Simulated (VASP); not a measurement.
# PtF2 (P6_3/mmc) in VASP: notebook

Runs on PtF2. Level: PBE. Tasks: single point.

All numbers are computed with VASP 6.6.1; they aren't measurements. Logs are shortened: lines on timing, memory, paths and dates and some standing lists are left out, and cuts for length are marked.

## (1) The cell of the first run

Symmetry: P6_3/mmc, No. 194, hexagonal system. The conventional cell has a = 4.325 Å, b = 4.325 Å, c = 5.685 Å, α = 90.00°, β = 90.00°, γ = 120.00°. Within 3.3 Å of Pt (site symmetry -6m2) lie 11 F at 2.50 to 2.87 Å. Within 3.7 Å of F (site symmetry -3m) lie 8 F at 2.84 to 2.87 Å and 6 Pt at 2.87 Å. Within 3.3 Å of F (site symmetry -6m2) lie 5 Pt at 2.50 to 2.84 Å and 6 F at 2.87 Å.

The cell was generated, and may not be a known phase.

## (2) Single point, PBE

The input, INCAR:

```
PREC = Accurate ; ENCUT = 520
EDIFF = 1E-6 ; ISMEAR = 0
SIGMA = 0.1 ; LREAL = False
LASPH = True ; NELM = 100
ALGO = Normal ; ISIF = 2
LWAVE = False ; LCHARG = True
GGA = PE ; LELF = True
LVHAR = True ; NBANDS = 33
```

The input, KPOINTS:

```
Automatic mesh
0
Gamma
  6 6 4
```

The input, POSCAR:

```
PtF2
1.0
    4.3250195400      0.0000000000      0.0000000000
   -2.1625097700      3.7455767900      0.0000000000
    0.0000000000      0.0000000000      5.6853565300
Pt F
2 4
Direct
    0.6666666700      0.3333333300      0.2500000000
    0.3333333300      0.6666666700      0.7500000000
    0.0000000000      0.0000000000      0.0000000000
    0.3333333300      0.6666666700      0.2500000000
    0.6666666700      0.3333333300      0.7500000000
    0.0000000000      0.0000000000      0.5000000000
```

Potentials or basis: VASP PAW PBE potentials, release 64 (Pt, F).

Started as:

```console
$ cat potpaw_PBE.64/Pt/POTCAR potpaw_PBE.64/F/POTCAR > POTCAR
$ mpirun -np 1 vasp_std > vasp.out
```

OUTCAR:

```text
PREC = Accurate
   ENCUT = 520
   EDIFF = 1E-6
   ISMEAR = 0
   LREAL = False
   LASPH = True
   NELM = 100
   ISIF = 2
   GGA = PE

 ion  position               nearest neighbor table
   1  0.667  0.333  0.250-   4 2.50   4 2.50   4 2.50
   2  0.333  0.667  0.750-   5 2.50   5 2.50   5 2.50
   3  0.000  0.000  0.000-
   4  0.333  0.667  0.250-   1 2.50   1 2.50   1 2.50
   5  0.667  0.333  0.750-   2 2.50   2 2.50   2 2.50
   6  0.000  0.000  0.500-

  LATTYP: Found a hexagonal cell.
 ALAT       =     4.3250195400
 C/A-ratio  =     1.3145273628

  Lattice vectors:

 A1 = (   4.3250195400,   0.0000000000,   0.0000000000)
 A2 = (  -2.1625097700,   3.7455767900,   0.0000000000)
 A3 = (   0.0000000000,   0.0000000000,   5.6853565300)

Analysis of symmetry for initial positions (statically):
=====================================================================
 Subroutine PRICEL returns:
 Original cell was already a primitive cell.

 Routine SETGRP: Setting up the symmetry group for a
 hexagonal supercell.

 Subroutine GETGRP returns: Found 24 space group operations
 (whereof 12 operations were pure point group operations)
 out of a pool of 24 trial point group operations.

The static configuration has the point symmetry D_3d.
 The point group associated with its full space group is D_6h.

Analysis of symmetry for dynamics (positions and initial velocities):
=====================================================================
 Subroutine PRICEL returns:
 Original cell was already a primitive cell.

 Routine SETGRP: Setting up the symmetry group for a
 hexagonal supercell.

 Subroutine GETGRP returns: Found 24 space group operations
 (whereof 12 operations were pure point group operations)
 out of a pool of 24 trial point group operations.

The dynamic configuration has the point symmetry D_3d.
 The point group associated with its full space group is D_6h.

 Subroutine INISYM returns: Found 24 space group operations
 (whereof 12 operations are pure point group operations),
 and found     1 'primitive' translations

----------------------------------------------------------------------------------------

                                     Primitive cell

  volume of cell :      92.1010

  direct lattice vectors                    reciprocal lattice vectors
     4.325019540  0.000000000  0.000000000     0.231212828  0.133490789  0.000000000
    -2.162509770  3.745576790  0.000000000     0.000000000  0.266981577  0.000000000
     0.000000000  0.000000000  5.685356530     0.000000000  0.000000000  0.175890464

  length of vectors
     4.325019540  4.325019537  5.685356530     0.266981577  0.266981577  0.175890464

  position of ions in fractional coordinates (direct lattice)
     0.666666670  0.333333330  0.250000000
     0.333333330  0.666666670  0.750000000
     0.000000000  0.000000000  0.000000000
     0.333333330  0.666666670  0.250000000
     0.666666670  0.333333330  0.750000000
     0.000000000  0.000000000  0.500000000

  ion indices of the primitive-cell ions
   primitive index   ion index
                 1           1
                 2           2
                 3           3
                 4           4
                 5           5
                 6           6

----------------------------------------------------------------------------------------

 KPOINTS: Automatic mesh

Automatic generation of k-mesh.
 Grid dimensions read from file:
 generate k-points for:    6    6    4

 Generating k-lattice:

  Cartesian coordinates                     Fractional coordinates (reciprocal lattice)
     0.038535471  0.022248465  0.000000000     0.166666667  0.000000000  0.000000000
     0.000000000  0.044496930  0.000000000     0.000000000  0.166666667  0.000000000
     0.000000000  0.000000000  0.043972616     0.000000000  0.000000000  0.250000000

  Length of vectors
     0.044496930  0.044496930  0.043972616

  Shift w.r.t. Gamma in fractional coordinates (k-lattice)
     0.000000000  0.000000000  0.000000000

 Subroutine IBZKPT returns following result:
 ===========================================

 Found     21 irreducible k-points:

 Following reciprocal coordinates:
            Coordinates               Weight
  0.000000  0.000000  0.000000      1.000000
  0.166667  0.000000  0.000000      6.000000
  0.333333  0.000000  0.000000      6.000000
  0.500000  0.000000  0.000000      3.000000
  0.166667  0.166667  0.000000      6.000000
  0.333333  0.166667  0.000000     12.000000
[... 13 lines left out ...]
  0.333333  0.166667  0.500000     12.000000
  0.333333  0.333333  0.500000      2.000000
   k-points           NKPTS =     21   k-points in BZ     NKDIM =     21   number of bands    NBANDS=     33
   number of dos      NEDOS =    301   number of ions     NIONS =      6
   total plane-waves  NPLWV =  43008
   dimension x,y,z NGX =    32 NGY =   32 NGZ =   42
   dimension x,y,z NGXF=    64 NGYF=   64 NGZF=   84
   ions per type =               2   4
   NGX,Y,Z   is equivalent  to a cutoff of  12.30, 12.30, 12.28 a.u.
   NGXF,Y,Z  is equivalent  to a cutoff of  24.60, 24.60, 24.56 a.u.
 SYSTEM =  unknown system
   PREC   = accura    normal or accurate (medium, high low for compatibility)
   ISTART =      0    job   : 0-new  1-cont  2-samecut
   ICHARG =      2    charge: 1-file 2-atom 10-const
   ISPIN  =      1    spin polarized calculation?
   LNONCOLLINEAR =      F non collinear calculations
   LSORBIT =      F    spin-orbit coupling
   LASPH  =      T    aspherical Exc in radial PAW
   ENCUT  =  520.0 eV  38.22 Ry    6.18 a.u.   8.04  8.04 10.57*2*pi/ulx,y,z
   NELM   =    100;   NELMIN=  2; NELMDL= -5     # of ELM steps
   EDIFF  = 0.1E-05   stopping-criterion for ELM
   LREAL  =      F    real-space projection
   EDIFFG = 0.1E-04   stopping-criterion for IOM
   NSW    =      0    number of steps for IOM
   IBRION =     -1    ionic relax: 0-MD 1-quasi-New 2-CG
   NFREE  =      0    steps in history (QN), initial steepest desc. (CG)
   ISIF   =      2    stress and relaxation
   ISYM   =      2    0-nonsym 1-usesym 2-fastsym
   POTIM  = 0.5000    time-step for ionic-motion
   TEBEG  =    0.0;   TEEND  =   0.0 temperature during run
   PSTRESS=    0.0 pullay stress
   NELECT =      48.0000    total number of electrons
   NUPDOWN=      -1.0000    fix difference up-down
   EMIN   =  10.00;   EMAX   =-10.00  energy-range for DOS
   EFERMI =   0.00;   METHOD = LEGACY
   ISMEAR =     0;   SIGMA  =   0.10  broadening in eV -4-tet -1-fermi 0-gaus
   EFERMI_NEDOS =   21; number of points for ismear=-14 and -15
   IALGO  =     38    algorithm
   IMIX   =      4    mixing-type and parameters
     AMIX     =   0.40;   BMIX     =  1.00
     AMIX_MAG =   1.60;   BMIX_MAG =  1.00
  volume/ion in A,a.u.               =      15.35       103.59
  Fermi-wavevector in a.u.,A,eV,Ry     =   1.317449  2.489617 23.615243  1.735671
  Thomas-Fermi vector in A             =   2.447489
   LORBIT       =      0    0 simple, 1 ext, 2 COOP (PROOUT), +10 PAW based schemes
   GGA     = PE    functional components
   LHFCALC =     F    Hartree Fock is set to
   AEXX    =    0.0000 exact exchange contribution
   IVDW    =     0    specifies the selected vdW correction
   LEPSILON=     F    determine dielectric tensor
   LRPA    =     F    only Hartree local field effects (RPA)
 non-spin polarized calculation
 Gauss-broadening in eV      SIGMA  =   0.10
  energy-cutoff  :      520.00
  volume of cell :       92.10
 maximum number of plane-waves:      2514
   NGX = 17   NGY = 17   NGZ = 21

 number of electron      47.9999997 magnetization

 Free energy of the ion-electron system (eV)
  ---------------------------------------------------
  ext. energy  EPLUGINS =         0.00000000
  ---------------------------------------------------
  free energy    TOTEN  =       -18.26502730 eV

  energy without entropy =      -18.14955244  energy(sigma->0) =      -18.20728987

 E-fermi :   1.0307     XC(G=0): -10.1623

 val. band max:        1.0283225111   @ k =   0.3333   0.0000   0.2500
 cond. band min:       1.0368002345   @ k =   0.0000   0.0000   0.0000
 fundamental gap:      0.0084777234
 Fermi energy:         1.0307122261

 k-point     1 :       0.0000    0.0000    0.0000
  band No.  band energies     occupation
      1     -20.7407      2.00000
      2     -20.6315      2.00000
      3     -19.3154      2.00000
      4     -19.1776      2.00000
      5      -3.1841      2.00000
      6      -3.1841      2.00000
[... 25 lines left out ...]
     32      13.6155      0.00000
     33      13.6155      0.00000

 k-point     2 :       0.1667    0.0000    0.0000
  band No.  band energies     occupation
      1     -20.7200      2.00000
      2     -20.6293      2.00000
      3     -19.3294      2.00000
      4     -19.1765      2.00000
      5      -3.2290      2.00000
      6      -3.1270      2.00000
[... 25 lines left out ...]
     32      12.5819      0.00000
     33      13.6102      0.00000

 k-point     3 :       0.3333    0.0000    0.0000
  band No.  band energies     occupation
      1     -20.6752      2.00000
      2     -20.6271      2.00000
      3     -19.3561      2.00000
      4     -19.1741      2.00000
      5      -3.3662      2.00000
      6      -2.9896      2.00000
[... 25 lines left out ...]
     32      11.9014      0.00000
     33      12.3481      0.00000

 k-point     4 :       0.5000    0.0000    0.0000
  band No.  band energies     occupation
      1     -20.6462      2.00000
      2     -20.6328      2.00000
      3     -19.3692      2.00000
      4     -19.1730      2.00000
      5      -3.4067      2.00000
      6      -2.9601      2.00000
[... 25 lines left out ...]
     32      11.5559      0.00000
     33      11.9214      0.00000

 k-point     5 :       0.1667    0.1667    0.0000
  band No.  band energies     occupation
      1     -20.6873      2.00000
      2     -20.6269      2.00000
      3     -19.3494      2.00000
      4     -19.1747      2.00000
      5      -3.3635      2.00000
      6      -2.9337      2.00000
[... 496 lines left out ...]
 k-point    19 :       0.1667    0.1667    0.5000
  band No.  band energies     occupation
      1     -20.6533      2.00000
      2     -20.6533      2.00000
      3     -19.2644      2.00000
      4     -19.2644      2.00000
      5      -3.2407      2.00000
      6      -3.2407      2.00000
[... 25 lines left out ...]
     32      11.9271      0.00000
     33      12.9090      0.00000

 k-point    20 :       0.3333    0.1667    0.5000
  band No.  band energies     occupation
      1     -20.6364      2.00000
      2     -20.6364      2.00000
      3     -19.2726      2.00000
      4     -19.2726      2.00000
      5      -3.4545      2.00000
      6      -3.4545      2.00000
[... 25 lines left out ...]
     32      11.5329      0.00000
     33      13.0543      0.00000

 k-point    21 :       0.3333    0.3333    0.5000
  band No.  band energies     occupation
      1     -20.6309      2.00000
      2     -20.6309      2.00000
      3     -19.2745      2.00000
      4     -19.2745      2.00000
      5      -3.5840      2.00000
      6      -3.5840      2.00000
[... 25 lines left out ...]
     32      10.9236      0.00000
     33      13.2624      0.00000

------------------------ aborting loop because EDIFF is reached ----------------------------------------

  FORCE on cell =-STRESS in cart. coord.  units (eV):
  Direction    XX          YY          ZZ          XY          YZ          ZX
  --------------------------------------------------------------------------------------
  -------------------------------------------------------------------------------------
  Total      -11.2834711    -11.2834711     -5.0243398      0.0000000      0.0000000     -0.0000000
  in kB     -196.2857721   -196.2857717    -87.4027507      0.0000000      0.0000000     -0.0000000
  external PRESSURE =    -159.9914315 kB  Pullay stress =       0.0000000 kB

 VOLUME and BASIS-vectors are now :
 -----------------------------------------------------------------------------
  energy-cutoff  :      520.00
  volume of cell :       92.10
      direct lattice vectors                 reciprocal lattice vectors
     4.325019540  0.000000000  0.000000000     0.231212828  0.133490789  0.000000000
    -2.162509770  3.745576790  0.000000000     0.000000000  0.266981577  0.000000000
     0.000000000  0.000000000  5.685356530     0.000000000  0.000000000  0.175890464

 POSITION                                       TOTAL-FORCE (eV/Angst)
 -----------------------------------------------------------------------------------
      2.16251      1.24853      1.42134         0.000000      0.000000      0.000000
     -0.00000      2.49705      4.26402         0.000000      0.000000      0.000000
      0.00000      0.00000      0.00000        -0.000000     -0.000000      0.000000
     -0.00000      2.49705      1.42134         0.000000     -0.000000      0.000000
      2.16251      1.24853      4.26402        -0.000000     -0.000000      0.000000
      0.00000      0.00000      2.84268        -0.000000     -0.000000      0.000000
 -----------------------------------------------------------------------------------
    total drift:                               -0.000017      0.000010     -0.000000

  FREE ENERGIE OF THE ION-ELECTRON SYSTEM (eV)
  ---------------------------------------------------
  free  energy   TOTEN  =       -18.2650272956 eV

  energy  without entropy=      -18.1495524392  energy(sigma->0) =      -18.20728987
```

Wall time 2.4 min (1 thread of Oxide Virtual Turin-like, shared host); peak memory 0.19 GiB.

Results:

```
Free energy            : -18.2650 eV
Pressure               : -16.0 GPa
Band gap on the k mesh : zero (bands 24 and 25 overlap by 0.36 eV)
```

Stress tensor (GPa, compression positive):
```
-19.63   0.00   0.00
  0.00 -19.63   0.00
  0.00   0.00  -8.74
```

Caveat: the stress differs along the axes, from -20 to -9 GPa; spin-orbit coupling is left out, which moves the levels of the heavy elements.

(Part 1 of 2 ends here.)

The gap in the log of VASP goes by the Fermi energy; the results here count the filled bands.